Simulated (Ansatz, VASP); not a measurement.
One calculation of Ir, two programs

File INCAR:

```
PREC = Accurate
ENCUT = 520
EDIFF = 1E-6
ISMEAR = 0
SIGMA = 0.019000000000000003
LREAL = False
LASPH = True
NELM = 80
ALGO = Normal
ISIF = 2
LWAVE = False
LCHARG = True
GGA = PE
LELF = True
LVHAR = True
NBANDS = 16
```

Contents of KPOINTS:

```
regular mesh
0
Gamma
  11 11 6
```

File POSCAR:

```
Ir
1.0
    2.7513778946      0.0000000000      0.0000000000
   -1.3756889473      2.3827631521      0.0000000000
    0.0000000000      0.0000000000      4.4622900000
Ir
2
Direct
    0.3333333333      0.6666666667      0.2500000000
    0.6666666667      0.3333333333      0.7500000000
```

The input input.yaml:

```yaml
crystal:
  lattice:
    - [2.7513778946, 0.0, 0.0]
    - [-1.3756889473, 2.3827631521, 0.0]
    - [0.0, 0.0, 4.46229]
  atoms:
    - { symbol: Ir, position: [0.3333333333, 0.6666666667, 0.25] }
    - { symbol: Ir, position: [0.6666666667, 0.3333333333, 0.75] }
hamiltonian:
  xc: pbe
  pseudopotentials: { kind: paw }
kpoints:
  mp_grid: { grid: [11, 11, 6] }
scf:
  occupations: { method: gaussian, width: 0.019 }
output:
  forces: true
  stress: true
  eigenvalues: true
  write_density: true
  write_potential: true
  elf: true
  volumetric_format: npy
```

Alike in both runs: task single point; functional PBE; k mesh 11 × 11 × 6; occupations gaussian, width 0.019 eV; no spin polarisation.

|  | VASP | Ansatz |
| --- | --- | --- |
| version | VASP 6.6.1 | Ansatz 0.2.0 |
| potentials or method | VASP PAW PBE potentials, release 64 (Ir) | Ansatz PAW |
| plane-wave cutoff (eV) | 520 | 420 |
| valence electrons in the cell | 18 | 34 |

Ansatz gave:

- gap on the k mesh at the Fermi level (eV): none
- pressure (GPa): -1.4
- traceless stress, the component that is largest in VASP (GPa): 0.51

Task: What did VASP give for the same quantities?

Result: gap on the k mesh at the Fermi level (eV): none; pressure (GPa): -1.0; traceless stress, the component that is largest in VASP (GPa): 0.61.

A gap of «none» marks a metal or a gap that the smearing closes. VASP's potentials hold 18 valence electrons a cell and Ansatz's 34, so a difference there can come from the potentials and not from the codes.

Neither program's run includes spin-orbit coupling.
